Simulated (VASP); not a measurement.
# AlRu (Pm-3m) in VASP: further runs, part 2 of 2

VASP 6.6.1.

### Step 4. Single point, LDA

This run uses another cell than the first one, of 12.58 Å³/atom, 0.940 times its volume.

Input file INCAR:

```
SYSTEM = AlRu
  PREC = Accurate
  ENCUT = 520
  EDIFF = 1E-7
  ISMEAR = -1
  SIGMA = 0.05
  LREAL = .FALSE.
  LASPH = .TRUE.
  NELM = 100
  ALGO = Normal
  ISIF = 2
  LWAVE = .FALSE.
  LCHARG = .FALSE.
  NBANDS = 16
```

Input file KPOINTS:

```
Automatic mesh
0
G
  9 9 9
  0 0 0
```

Input file POSCAR:

```
AlRu
1.0
    2.9305298028      0.0000000000      0.0000000000
    0.0000000000      2.9305298028      0.0000000000
    0.0000000000      0.0000000000      2.9305298028
Ru Al
1 1
Direct
    0.5000000000      0.5000000000      0.5000000000
    0.0000000000      0.0000000000      0.0000000000
```

Potentials or basis: VASP PAW LDA potentials, release 64 (Ru_pv, Al).

Command:

```
$ cat potpaw_LDA.64/Ru_pv/POTCAR potpaw_LDA.64/Al/POTCAR > POTCAR
$ mpirun -np 1 vasp_std > vasp.out
```

OUTCAR:

```text
SYSTEM = AlRu
   PREC = Accurate
   ENCUT = 520
   EDIFF = 1E-7
   ISMEAR = -1
   LREAL = .FALSE.
   LASPH = .TRUE.
   NELM = 100
   ISIF = 2

 ion  position               nearest neighbor table
   1  0.500  0.500  0.500-   2 2.54   2 2.54   2 2.54   2 2.54   2 2.54   2 2.54   2 2.54   2 2.54

   2  0.000  0.000  0.000-   1 2.54   1 2.54   1 2.54   1 2.54   1 2.54   1 2.54   1 2.54   1 2.54

  LATTYP: Found a simple cubic cell.
 ALAT       =     2.9305298028

  Lattice vectors:

 A1 = (   2.9305298028,   0.0000000000,   0.0000000000)
 A2 = (   0.0000000000,   2.9305298028,   0.0000000000)
 A3 = (   0.0000000000,   0.0000000000,   2.9305298028)

Analysis of symmetry for initial positions (statically):
=====================================================================
 Subroutine PRICEL returns:
 Original cell was already a primitive cell.

 Routine SETGRP: Setting up the symmetry group for a
 simple cubic supercell.

 Subroutine GETGRP returns: Found 48 space group operations
 (whereof 48 operations were pure point group operations)
 out of a pool of 48 trial point group operations.

The static configuration has the point symmetry O_h .

Analysis of symmetry for dynamics (positions and initial velocities):
=====================================================================
 Subroutine PRICEL returns:
 Original cell was already a primitive cell.

 Routine SETGRP: Setting up the symmetry group for a
 simple cubic supercell.

 Subroutine GETGRP returns: Found 48 space group operations
 (whereof 48 operations were pure point group operations)
 out of a pool of 48 trial point group operations.

The dynamic configuration has the point symmetry O_h .

 Subroutine INISYM returns: Found 48 space group operations
 (whereof 48 operations are pure point group operations),
 and found     1 'primitive' translations

----------------------------------------------------------------------------------------
[... 111 lines left out ...]
   IMIX   =      4    mixing-type and parameters
     AMIX     =   0.40;   BMIX     =  1.00
     AMIX_MAG =   1.60;   BMIX_MAG =  1.00
  volume/ion in A,a.u.               =      12.58        84.92
  Fermi-wavevector in a.u.,A,eV,Ry     =   1.436410  2.714421 28.072531  2.063273
  Thomas-Fermi vector in A             =   2.555601
   LORBIT       =      0    0 simple, 1 ext, 2 COOP (PROOUT), +10 PAW based schemes
   GGA     = CA    functional components
   LHFCALC =     F    Hartree Fock is set to
   AEXX    =    0.0000 exact exchange contribution
   IVDW    =     0    specifies the selected vdW correction
   LEPSILON=     F    determine dielectric tensor
   LRPA    =     F    only Hartree local field effects (RPA)
 non-spin polarized calculation
  energy-cutoff  :      520.00
  volume of cell :       25.17
 maximum number of plane-waves:       695
 NGX is ok and might be reduce to    24
   NGX = 11   NGY = 11   NGZ = 11

 number of electron      17.0000003 magnetization

 Free energy of the ion-electron system (eV)
  ---------------------------------------------------
  ext. energy  EPLUGINS =         0.00000000
  ---------------------------------------------------
  free energy    TOTEN  =       -16.17485294 eV

  energy without entropy =      -16.16098604  energy(sigma->0) =      -16.16791949

 E-fermi :  11.3332     XC(G=0): -13.1154

 val. band max:       11.3314241883   @ k =   0.4444   0.4444   0.1111
 cond. band min:      11.4063543340   @ k =   0.1111   0.1111   0.0000
 fundamental gap:      0.0749301457
 Fermi energy:        11.3332346920

 k-point     1 :       0.0000    0.0000    0.0000
  band No.  band energies     occupation
      1     -30.1989      2.00000
      2     -30.1989      2.00000
      3     -30.1989      2.00000
      4       1.3920      2.00000
      5       7.4678      2.00000
      6       7.4678      2.00000
[... 433 lines left out ...]
      3     -30.1888      2.00000
      4       5.2880      2.00000
      5       7.4154      2.00000
      6       8.7163      2.00000
[... 8 lines left out ...]
     15      24.9893      0.00000
     16      25.4002      0.00000

 [... further k-points ...]

------------------------ aborting loop because EDIFF is reached ----------------------------------------

  FORCE on cell =-STRESS in cart. coord.  units (eV):
  Direction    XX          YY          ZZ          XY          YZ          ZX
  --------------------------------------------------------------------------------------
  -------------------------------------------------------------------------------------
  Total        1.0118617      1.0118617      1.0118617      0.0000000      0.0000000     -0.0000000
  in kB       64.4159354     64.4159354     64.4159354      0.0000000      0.0000000     -0.0000000
  external PRESSURE =      64.4159354 kB  Pullay stress =       0.0000000 kB

 VOLUME and BASIS-vectors are now :
 -----------------------------------------------------------------------------
  energy-cutoff  :      520.00
  volume of cell :       25.17
      direct lattice vectors                 reciprocal lattice vectors
     2.930529803  0.000000000  0.000000000     0.341235226  0.000000000  0.000000000
     0.000000000  2.930529803  0.000000000     0.000000000  0.341235226  0.000000000
     0.000000000  0.000000000  2.930529803     0.000000000  0.000000000  0.341235226

 POSITION                                       TOTAL-FORCE (eV/Angst)
 -----------------------------------------------------------------------------------
      1.46526      1.46526      1.46526         0.000000      0.000000      0.000000
      0.00000      0.00000      0.00000         0.000000      0.000000      0.000000
 -----------------------------------------------------------------------------------
    total drift:                                0.000000     -0.000000     -0.000000

  FREE ENERGIE OF THE ION-ELECTRON SYSTEM (eV)
  ---------------------------------------------------
  free  energy   TOTEN  =       -16.1748529413 eV

  energy  without entropy=      -16.1609860429  energy(sigma->0) =      -16.16791949
```

OSZICAR:

```text
N       E                     dE             d eps       ncg     rms          rms(c)
DAV:   1     0.117124770581E+03    0.11712E+03   -0.94202E+03  1144   0.998E+02
DAV:   2    -0.150479706047E+02   -0.13217E+03   -0.12602E+03  1312   0.298E+02
DAV:   3    -0.168898724777E+02   -0.18419E+01   -0.18366E+01  1488   0.369E+01
DAV:   4    -0.169007762626E+02   -0.10904E-01   -0.10893E-01  1328   0.305E+00
DAV:   5    -0.169008871234E+02   -0.11086E-03   -0.11084E-03  1336   0.301E-01    0.141E+01
DAV:   6    -0.162645714242E+02    0.63632E+00   -0.22014E+00  1184   0.163E+01    0.254E+00
DAV:   7    -0.161963628566E+02    0.68209E-01   -0.16254E-01  1136   0.461E+00    0.243E+00
DAV:   8    -0.161753350874E+02    0.21028E-01   -0.20796E-02  1304   0.117E+00    0.214E-01
DAV:   9    -0.161748726359E+02    0.46245E-03   -0.84190E-04  1336   0.303E-01    0.143E-01
DAV:  10    -0.161748536332E+02    0.19003E-04   -0.38499E-05  1224   0.611E-02    0.122E-02
DAV:  11    -0.161748530052E+02    0.62799E-06   -0.13629E-06  1424   0.882E-03    0.705E-03
DAV:  12    -0.161748529413E+02    0.63908E-07   -0.13271E-07   880   0.429E-03
   1 F= -.16174853E+02 E0= -.16167919E+02  d E =-.138669E-01
```

It took 3.9 s on 1 thread of Intel Xeon 6975P-C (Granite Rapids), shared host; peak memory 0.13 GiB.

What came out:

```
Free energy : -16.1749 eV
Pressure    : 6.4 GPa
```

### Step 5. Single point, LDA

This run uses another cell than the first one, of 12.85 Å³/atom, 0.960 times its volume.

Input file INCAR:

```
ALGO = Normal
EDIFF = 1E-7
ENCUT = 520
GGA = CA
ISIF = 2
ISMEAR = -1
LASPH = T
LCHARG = F
LREAL = F
LWAVE = F
NBANDS = 16
NELM = 100
PREC = Accurate
SIGMA = 0.05
```

Input file KPOINTS:

```
k-points
0
Gamma
  9 9 9
```

Input file POSCAR:

```
AlRu
1.0
    2.9511680166      0.0000000000      0.0000000000
    0.0000000000      2.9511680166      0.0000000000
    0.0000000000      0.0000000000      2.9511680166
Ru Al
1 1
Direct
    0.5000000000      0.5000000000      0.5000000000
    0.0000000000      0.0000000000      0.0000000000
```

Command:

```
$ cat potpaw_LDA.64/Ru_pv/POTCAR potpaw_LDA.64/Al/POTCAR > POTCAR
$ mpirun -np 1 vasp_std > vasp.out
```

Wall time 3.8 s (1 thread of Intel Xeon 6975P-C (Granite Rapids), shared host); peak memory 0.13 GiB.

It converged, with:

| Item | Value |
| --- | --- |
| Free energy | -16.1877 eV |
| Pressure | 1.2 GPa |

Levels at points of the mesh, in eV from the Fermi level:
```csv
k point,band 7,band 8,band 9,band 10,band 11,band 12
"(0.00, 0.00, 0.00)",0.26,0.26,0.26,6.30,6.30,6.30
```

### Step 6. The runs side by side

```tsv
level	potentials or basis	spin	cell	gap on the mesh (eV)	pressure (GPa)
PBE	VASP PAW PBE potentials, release 64 (Ru_pv, Al)	non-collinear, zero start, SOC	a = 2.992 Å, 2 atoms	-	2.5
LDA	VASP PAW LDA potentials, release 64 (Ru_pv, Al)	off	a = 2.992 Å, 2 atoms	none	-7.7
LDA	VASP PAW LDA potentials, release 64 (Ru_pv, Al)	off	a = 2.931 Å, 2 atoms	none	6.4
LDA	VASP PAW LDA potentials, release 64 (Ru_pv, Al)	off	a = 2.951 Å, 2 atoms	none	1.2
```

Alike in all rows: task single point; k mesh 9 × 9 × 9; cutoff (eV) 520; smearing fermi-dirac 0.05 eV.

Absolute energies hang on the potentials; compare differences alone.
